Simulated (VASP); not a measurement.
Sc, 2 atoms in the cell. It takes space group P6_3/mmc (No. 194, hexagonal). The conventional cell has a = 3.309 Å, b = 3.309 Å, c = 5.347 Å, α = 90.00°, β = 90.00°, γ = 120.00°. Sc (site symmetry -6m2) has 12 Sc at 3.29 to 3.31 Å within 4.3 Å.  This cell differs from its parent crystal: strain +0.0150 x Voigt [0, 0, 1, 0, 0, 0].

| Property | Result |
| --- | --- |
| Program | VASP 6.6.1 |
| Task | single point |
| Functional | PBE |
| Potentials or basis | VASP PAW PBE potentials, release 64 (Sc_sv) |
| Cutoff | 520 eV |
| k mesh | 18 × 18 × 10 |
| Occupations | gaussian, width 0.15 eV |
| Spin | no spin polarisation |
| Dipole correction | no |
| Further INCAR settings | ALGO = Fast; EDIFF = 1e-06; NBANDS = 18 |

Potentials or basis: VASP PAW PBE potentials, release 64 (Sc_sv).

Run with:

```bash
$ cat potpaw_PBE.64/Sc_sv/POTCAR > POTCAR
$ mpirun -np 1 vasp_std > vasp.out
```

Hardware: 1 thread of AMD EPYC 9R45 96-Core Processor (Zen 5), on a shared host.

Problem. How long does it take, and how much memory?

Solution. It took 2.2 min on 1 thread of AMD EPYC 9R45 96-Core Processor (Zen 5), on a shared host, peak memory 0.26 GiB. Counts: scf iterations 16, k points 222.
